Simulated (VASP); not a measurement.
Crystal: MgO.

```xyz
4
Lattice="3.2882 0.0000 0.0000 -1.6441 2.8477 0.0000 0.0000 0.0000 5.0344" Properties=species:S:1:pos:R:3 pbc="T T T"
Mg    0.0000    1.8985   -0.0495
Mg    1.6441    0.9492    2.4677
O     0.0000    1.8985    1.9374
O     1.6441    0.9492    4.4546
```

Base run:

- Program: VASP 6.6.1
- Functional: PBE
- Potentials or basis: VASP PAW PBE potentials, release 64 (Mg, O)
- Cutoff: 520 eV
- k mesh: 12 × 12 × 6
- Occupations: gaussian, width 0.01 eV
- Spin: no spin polarisation

Its results: band gap on the k mesh 3.54 eV, direct; pressure 3.5 GPa.

Task: The run is repeated on the same cell with these changes: functional from PBE to r2SCAN; k mesh from 12 × 12 × 6 to 9 × 9 × 4. What comes out?

Result: Band gap on the k mesh 4.21 eV, direct; pressure -0.5 GPa.

Several settings changed at once, so the effect can't be laid on one alone.

Caveats: the PAW data sets were made with another functional, which shifts forces and pressure a little (some runs).

A k mesh can miss the band edges.
